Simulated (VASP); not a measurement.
# SnO2 in VASP: a series of runs, part 2 of 2

VASP 6.6.1.

## 3. Single point, LDA (uniaxial strain along c: +4.0 %, then relaxed in part)

File INCAR:

```
ALGO = Normal
EDIFF = 1E-6
ENCUT = 520
ISIF = 2
ISMEAR = 0
LASPH = T
LCHARG = T
LELF = T
LREAL = F
LVHAR = T
LWAVE = F
NBANDS = 35
NELM = 100
PREC = Accurate
SIGMA = 0.02
```

File KPOINTS:

```
k-points
0
Gamma
  6 6 8
```

File POSCAR:

```
SnO2
1.0
    4.6556671501      0.0000000000      0.0000000000
    0.0000000000      4.6557599307      0.0000000000
    0.0000000000      0.0000000000      3.3176201792
Sn O
2 4
Direct
    0.5000000000      0.5000000000      0.5000000000
    0.0000000000      0.0000000000      0.0000000000
    0.3074599202      0.3074471771      0.0000000000
    0.8074599202      0.1925528229      0.5000000000
    0.1925400798      0.8074471771      0.5000000000
    0.6925400798      0.6925528229      0.0000000000
```

Potentials or basis: VASP PAW LDA potentials, release 64 (Sn_d, O).

The run is started by

```bash
cat potpaw_LDA.64/Sn_d/POTCAR potpaw_LDA.64/O/POTCAR > POTCAR
mpirun -np 1 vasp_std > vasp.out
```

OUTCAR:

```text
EDIFF = 1E-6
   ENCUT = 520
   ISIF = 2
   ISMEAR = 0
   LASPH = T
   LREAL = F
   NELM = 100
   PREC = Accurate

 ion  position               nearest neighbor table
   1  0.500  0.500  0.500-   4 2.02   5 2.02   3 2.09   6 2.09   3 2.09   6 2.09   2 3.69   2 3.69
                             2 3.69   2 3.69   2 3.69   2 3.69   2 3.69   2 3.69
   2  0.000  0.000  0.000-   3 2.02   6 2.02   5 2.09   4 2.09   4 2.09   5 2.09   1 3.69   1 3.69
                             1 3.69   1 3.69   1 3.69   1 3.69   1 3.69   1 3.69
   3  0.307  0.307  0.000-   2 2.02   1 2.09   1 2.09
   4  0.807  0.193  0.500-   1 2.02   2 2.09   2 2.09
   5  0.193  0.807  0.500-   1 2.02   2 2.09   2 2.09
   6  0.693  0.693  0.000-   2 2.02   1 2.09   1 2.09

  LATTYP: Found a simple orthorhombic cell.
 ALAT       =     3.3176201792
 B/A-ratio  =     1.4033152979
 C/A-ratio  =     1.4033432639

  Lattice vectors:

 A1 = (   0.0000000000,   0.0000000000,   3.3176201792)
 A2 = (   4.6556671501,   0.0000000000,   0.0000000000)
 A3 = (   0.0000000000,   4.6557599307,   0.0000000000)

Analysis of symmetry for initial positions (statically):
=====================================================================
 Subroutine PRICEL returns:
 Original cell was already a primitive cell.

 Routine SETGRP: Setting up the symmetry group for a
 simple orthorhombic supercell.

 Subroutine GETGRP returns: Found  8 space group operations
 (whereof  4 operations were pure point group operations)
 out of a pool of  8 trial point group operations.

The static configuration has the point symmetry C_2h.
 The point group associated with its full space group is D_2h.

Analysis of symmetry for dynamics (positions and initial velocities):
=====================================================================
 Subroutine PRICEL returns:
 Original cell was already a primitive cell.

 Routine SETGRP: Setting up the symmetry group for a
 simple orthorhombic supercell.

 Subroutine GETGRP returns: Found  8 space group operations
 (whereof  4 operations were pure point group operations)
 out of a pool of  8 trial point group operations.

The dynamic configuration has the point symmetry C_2h.
 The point group associated with its full space group is D_2h.

 Subroutine INISYM returns: Found  8 space group operations
 (whereof  4 operations are pure point group operations),
 and found     1 'primitive' translations

----------------------------------------------------------------------------------------

                                     Primitive cell

  volume of cell :      71.9116

  direct lattice vectors                    reciprocal lattice vectors
     4.655667150  0.000000000  0.000000000     0.214791987  0.000000000  0.000000000
     0.000000000  4.655759931  0.000000000     0.000000000  0.214787707  0.000000000
     0.000000000  0.000000000  3.317620179     0.000000000  0.000000000  0.301420882

  length of vectors
     4.655667150  4.655759931  3.317620179     0.214791987  0.214787707  0.301420882

  position of ions in fractional coordinates (direct lattice)
     0.500000000  0.500000000  0.500000000
     0.000000000  0.000000000  0.000000000
     0.307459920  0.307447177  0.000000000
     0.807459920  0.192552823  0.500000000
[... 42 lines left out ...]
  0.333333  0.000000  0.000000      2.000000
  0.500000  0.000000  0.000000      1.000000
  0.000000  0.166667  0.000000      2.000000
  0.166667  0.166667  0.000000      4.000000
[... 16 lines left out ...]
  0.333333  0.166667  0.125000      8.000000
  0.500000  0.166667  0.125000      4.000000
 [... further k-points ...]
   k-points           NKPTS =     80   k-points in BZ     NKDIM =     80   number of bands    NBANDS=     35
   number of dos      NEDOS =    301   number of ions     NIONS =      6
   total plane-waves  NPLWV =  36288
   dimension x,y,z NGX =    36 NGY =   36 NGZ =   28
   dimension x,y,z NGXF=    72 NGYF=   72 NGZF=   56
   ions per type =               2   4
   NGX,Y,Z   is equivalent  to a cutoff of  12.85, 12.85, 14.03 a.u.
   NGXF,Y,Z  is equivalent  to a cutoff of  25.71, 25.71, 28.06 a.u.
 SYSTEM =  unknown system
   PREC   = accura    normal or accurate (medium, high low for compatibility)
   ISTART =      0    job   : 0-new  1-cont  2-samecut
   ICHARG =      2    charge: 1-file 2-atom 10-const
   ISPIN  =      1    spin polarized calculation?
   LNONCOLLINEAR =      F non collinear calculations
   LSORBIT =      F    spin-orbit coupling
   LASPH  =      T    aspherical Exc in radial PAW
   ENCUT  =  520.0 eV  38.22 Ry    6.18 a.u.   8.66  8.66  6.17*2*pi/ulx,y,z
   NELM   =    100;   NELMIN=  2; NELMDL= -5     # of ELM steps
   EDIFF  = 0.1E-05   stopping-criterion for ELM
   LREAL  =      F    real-space projection
   EDIFFG = 0.1E-04   stopping-criterion for IOM
   NSW    =      0    number of steps for IOM
   IBRION =     -1    ionic relax: 0-MD 1-quasi-New 2-CG
   NFREE  =      0    steps in history (QN), initial steepest desc. (CG)
   ISIF   =      2    stress and relaxation
   ISYM   =      2    0-nonsym 1-usesym 2-fastsym
   POTIM  = 0.5000    time-step for ionic-motion
   TEBEG  =    0.0;   TEEND  =   0.0 temperature during run
   PSTRESS=    0.0 pullay stress
   NELECT =      52.0000    total number of electrons
   NUPDOWN=      -1.0000    fix difference up-down
   EMIN   =  10.00;   EMAX   =-10.00  energy-range for DOS
   EFERMI =   0.00;   METHOD = LEGACY
   ISMEAR =     0;   SIGMA  =   0.02  broadening in eV -4-tet -1-fermi 0-gaus
   EFERMI_NEDOS =   21; number of points for ismear=-14 and -15
   IALGO  =     38    algorithm
   IMIX   =      4    mixing-type and parameters
     AMIX     =   0.40;   BMIX     =  1.00
     AMIX_MAG =   1.60;   BMIX_MAG =  1.00
  volume/ion in A,a.u.               =      11.99        80.88
  Fermi-wavevector in a.u.,A,eV,Ry     =   1.469410  2.776782 29.377220  2.159165
  Thomas-Fermi vector in A             =   2.584790
   LORBIT       =      0    0 simple, 1 ext, 2 COOP (PROOUT), +10 PAW based schemes
   GGA     = CA    functional components
   LHFCALC =     F    Hartree Fock is set to
   AEXX    =    0.0000 exact exchange contribution
   IVDW    =     0    specifies the selected vdW correction
   LEPSILON=     F    determine dielectric tensor
   LRPA    =     F    only Hartree local field effects (RPA)
 non-spin polarized calculation
 Gauss-broadening in eV      SIGMA  =   0.02
  energy-cutoff  :      520.00
  volume of cell :       71.91
 maximum number of plane-waves:      1968
 NGX is ok and might be reduce to    36
   NGX = 17   NGY = 17   NGZ = 13

 number of electron      52.0000001 magnetization

 Free energy of the ion-electron system (eV)
  ---------------------------------------------------
  ext. energy  EPLUGINS =         0.00000000
  ---------------------------------------------------
  free energy    TOTEN  =       -42.18908162 eV

  energy without entropy =      -42.18908162  energy(sigma->0) =      -42.18908162

 E-fermi :   5.9829     XC(G=0): -11.7945

 val. band max:        5.8042476394   @ k =   0.0000   0.0000   0.0000
 cond. band min:       6.7413924491   @ k =   0.0000   0.0000   0.0000
 fundamental gap:      0.9371448097
 Fermi energy:         5.9828570872

 k-point     1 :       0.0000    0.0000    0.0000
  band No.  band energies     occupation
      1     -15.1479      2.00000
      2     -14.3182      2.00000
      3     -14.1682      2.00000
      4     -14.1556      2.00000
      5     -14.1482      2.00000
      6     -14.1482      2.00000
[... 901 lines left out ...]
     34      17.7228      0.00000
     35      18.1633      0.00000

 [... further k-points ...]

------------------------ aborting loop because EDIFF is reached ----------------------------------------

  FORCE on cell =-STRESS in cart. coord.  units (eV):
  Direction    XX          YY          ZZ          XY          YZ          ZX
  --------------------------------------------------------------------------------------
  -------------------------------------------------------------------------------------
  Total        0.4110294      0.4102741     -4.5424735      0.0000000      0.0000000      0.0000000
  in kB        9.1576552      9.1408278   -101.2054315      0.0000000      0.0000000      0.0000000
  external PRESSURE =     -27.6356495 kB  Pullay stress =       0.0000000 kB

 VOLUME and BASIS-vectors are now :
 -----------------------------------------------------------------------------
  energy-cutoff  :      520.00
  volume of cell :       71.91
      direct lattice vectors                 reciprocal lattice vectors
     4.655667150  0.000000000  0.000000000     0.214791987  0.000000000  0.000000000
     0.000000000  4.655759931  0.000000000     0.000000000  0.214787707  0.000000000
     0.000000000  0.000000000  3.317620179     0.000000000  0.000000000  0.301420882

 POSITION                                       TOTAL-FORCE (eV/Angst)
 -----------------------------------------------------------------------------------
      2.32783      2.32788      1.65881        -0.000000     -0.000000      0.000000
      0.00000      0.00000      0.00000        -0.000000     -0.000000      0.000000
      1.43143      1.43140      0.00000        -0.000068     -0.000019      0.000000
      3.75926      0.89648      1.65881        -0.000068      0.000019      0.000000
      0.89640      3.75928      1.65881         0.000068     -0.000019     -0.000000
      3.22424      3.22436      0.00000         0.000068      0.000019     -0.000000
 -----------------------------------------------------------------------------------
    total drift:                                0.000000      0.000000      0.000000

  FREE ENERGIE OF THE ION-ELECTRON SYSTEM (eV)
  ---------------------------------------------------
  free  energy   TOTEN  =       -42.1890816200 eV

  energy  without entropy=      -42.1890816200  energy(sigma->0) =      -42.18908162
```

stdout:

```text
POSCAR found type information on POSCAR SnO
 POSCAR found :  2 types and       6 ions
 scaLAPACK will be used
 LDA part: xc-table for (Slater(with rela. corr.)+CA(PZ))
 , standard interpolation
 POSCAR, INCAR and KPOINTS ok, starting setup
 FFT: planning ... GRIDC
 FFT: planning ... GRID_SOFT
 FFT: planning ... GRID
 WAVECAR not read
 entering main loop
```

It used 260 s of CPU time on 1 thread of AMD EPYC 7R13 Processor (Zen 3) (shared host).

Results:

* Free energy: -42.1891 eV
* Pressure: -2.8 GPa
* Band gap on the k mesh: 0.94 eV, direct

Stress tensor (GPa, compression positive):
```
  0.92   0.00   0.00
  0.00   0.91   0.00
  0.00   0.00 -10.12
```

Caveat: the cell differs from its parent crystal (uniaxial strain along c: +4.0 %, then relaxed in part); spin-orbit coupling is left out, which moves the levels of the heavy elements.

## 4. Single point, LDA

This run uses another cell than the first one, of 11.86 Å³/atom, 0.990 times its volume.

File INCAR:

```
SYSTEM = SnO2
ALGO     = Normal         ! electronic algorithm
EDIFF    = 1E-6           ! SCF threshold, eV
ENCUT    = 520            ! plane-wave cutoff, eV
GGA      = CA             ! functional
ISIF     = 2              ! what is computed and relaxed
ISMEAR   = 0              ! smearing method
LASPH    = .TRUE.         ! aspherical terms in the spheres
LCHARG   = .TRUE.         ! write CHGCAR
LELF     = .TRUE.         ! ELF
LREAL    = .FALSE.        ! projectors in reciprocal space
LVHAR    = .TRUE.       
LWAVE    = .FALSE.        ! write WAVECAR
NBANDS   = 35             ! bands
NELM     = 100            ! most SCF steps
PREC     = Accurate       ! precision mode
SIGMA    = 0.02           ! smearing width, eV
```

File KPOINTS:

```
k-points
0
G
  6 6 8
  0 0 0
```

File POSCAR:

```
SnO2
1.0
    4.7212714783      0.0000000000      0.0000000000
    0.0000000000      4.7242464825      0.0000000000
    0.0000000000      0.0000000000      3.1900194046
Sn O
2 4
Direct
    0.5000000000      0.5000000000      0.5000000000
    0.0000000000      0.0000000000      0.0000000000
    0.3055669690      0.3065721193      0.0000000000
    0.8055669690      0.1934278807      0.5000000000
    0.1944330310      0.8065721193      0.5000000000
    0.6944330310      0.6934278807      0.0000000000
```

The run is started by

```bash
cat potpaw_LDA.64/Sn_d/POTCAR potpaw_LDA.64/O/POTCAR > POTCAR
mpirun -np 1 vasp_std > vasp.out
```

It took 1.8 min on 1 thread of AMD EPYC 9R45 (Zen 5), shared host; peak memory 0.23 GiB.

Results (log left out):

- Free energy: -42.2799 eV
- Pressure: 1.1 GPa
- Largest force: 0.022 eV/Å
- Band gap on the k mesh: 1.20 eV, direct

Forces on the atoms (eV/Å):
```
Sn   0.000  0.000  0.000
Sn   0.000  0.000  0.000
O   -0.014 -0.016  0.000
O   -0.014  0.016  0.000
O    0.014 -0.016  0.000
O    0.014  0.016  0.000
```

Stress tensor (GPa, compression positive):
```
0.91 0.00 0.00
0.00 0.90 0.00
0.00 0.00 1.42
```

Levels at points of the mesh, in eV from the valence-band top:
```tsv
k point	band 24	band 25	band 26	band 27	band 28	band 29
(0.00, 0.00, 0.00)	-0.81	-0.81	0.00	1.20	5.96	6.07
(0.50, 0.00, 0.00)	-1.24	-0.65	-0.65	4.35	4.35	6.82
(0.00, 0.50, 0.00)	-1.24	-0.65	-0.65	4.36	4.36	6.84
(0.50, 0.50, 0.00)	-1.36	-0.92	-0.92	4.74	4.74	7.33
(0.00, 0.00, 0.50)	-1.73	-1.29	-1.29	6.07	6.07	9.54
(0.50, 0.00, 0.50)	-1.13	-0.72	-0.72	6.36	6.36	7.90
(0.00, 0.50, 0.50)	-1.14	-0.72	-0.72	6.35	6.35	7.90
(0.50, 0.50, 0.50)	-0.99	-0.85	-0.85	4.73	4.73	8.64
```

Caveat: spin-orbit coupling is left out, which moves the levels of the heavy elements. As with any semilocal functional, this LDA gap is likely too small.

## 5. Summary

```csv
cell,gap on the mesh (eV),pressure (GPa),largest force (eV/Å)
"a = 4.698, b = 4.701, c = 3.254 Å, 6 atoms",1.01,-1.9,0.10
"a = 4.656, b = 4.656, c = 3.318 Å, 6 atoms",0.94,-2.8,-
"a = 4.721, b = 4.724, c = 3.190 Å, 6 atoms",1.20,1.1,0.02
```

Alike in all rows: task single point; level LDA; potentials or basis VASP PAW LDA potentials, release 64 (Sn_d, O); no spin polarisation; k mesh 6 × 6 × 8; cutoff (eV) 520; smearing gaussian 0.02 eV.

Caveats: spin-orbit coupling is left out, which moves the levels of the heavy elements.

Total energies depend on the potentials used, so only differences within one code and one set of settings carry meaning.
